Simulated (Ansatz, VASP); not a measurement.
# One calculation of TiSi, two programs

```
Ti Si
1.0
     1.76169   -2.05410    0.00000
     1.76169    2.05410    0.00000
     0.00000    0.00000    3.80393
Ti Si
1 1
Direct
  0.50000 0.50000 0.00000
  0.00000 0.00000 0.50000
```

Change from the starting cell: strain -0.030 along x and y, +0.000 along z, atoms carried along.

Alike in both runs: task single point; functional r2SCAN; k mesh 18 × 18 × 12; occupations gaussian, width 0.15 eV; no spin polarisation.

|  | VASP | Ansatz |
| --- | --- | --- |
| version | VASP 6.6.1 | Ansatz 0.2.0 |
| potentials or method | VASP PAW PBE potentials, release 64 (Ti_sv, Si), cutoff 520 eV | scalar-relativistic, plane waves, PAW |
| valence electrons in the cell | 16 | 16 |

VASP gave:

```
gap on the k mesh at the Fermi level (eV)                     : none
pressure (GPa)                                                : 7.3
traceless stress, the component that is largest in VASP (GPa) : 2.28
```

Problem. Which values does Ansatz return?

Solution. gap on the k mesh at the Fermi level (eV): none; pressure (GPa): 6.9; traceless stress, the component that is largest in VASP (GPa): 2.31.

VASP's potentials were made for PBE, not for r2SCAN. A gap of «none» marks a metal or a gap that the smearing closes. With one functional, cell and mesh, what is left measures potentials, basis and numerics.
